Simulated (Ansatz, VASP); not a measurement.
InAs: VASP beside Ansatz

```xyz
2
Lattice="0.0000 2.9977 2.9977 2.9977 0.0000 2.9977 2.9977 2.9977 0.0000" Properties=species:S:1:pos:R:3 pbc="T T T"
In    0.0000    0.0000    0.0000
As    4.4966    4.4966    4.4966
```

Alike in both runs: task single point; functional r2SCAN0; k mesh 4 × 4 × 4; occupations fermi-dirac, width 0.05 eV; no spin polarisation.

|  | VASP | Ansatz |
| --- | --- | --- |
| version | VASP 6.6.1 | Ansatz 0.2.0 |
| potentials or method | VASP PAW PBE potentials, release 64 (In_d, As_d) | Ansatz PAW |
| plane-wave cutoff (eV) | 440 | 500 |
| valence electrons in the cell | 28 | 28 |

VASP gave:

| Property | Result |
| --- | --- |
| gap on the k mesh at the Fermi level (eV) | 1.68 |
| least direct gap on the mesh (eV) | 1.68 |

Problem. Which values does Ansatz return?

Solution. gap on the k mesh at the Fermi level (eV): 1.62; least direct gap on the mesh (eV): 1.62.

VASP's potentials were made for PBE, not for r2SCAN0.

The k mesh is coarse, so the values compare programs but aren't converged.
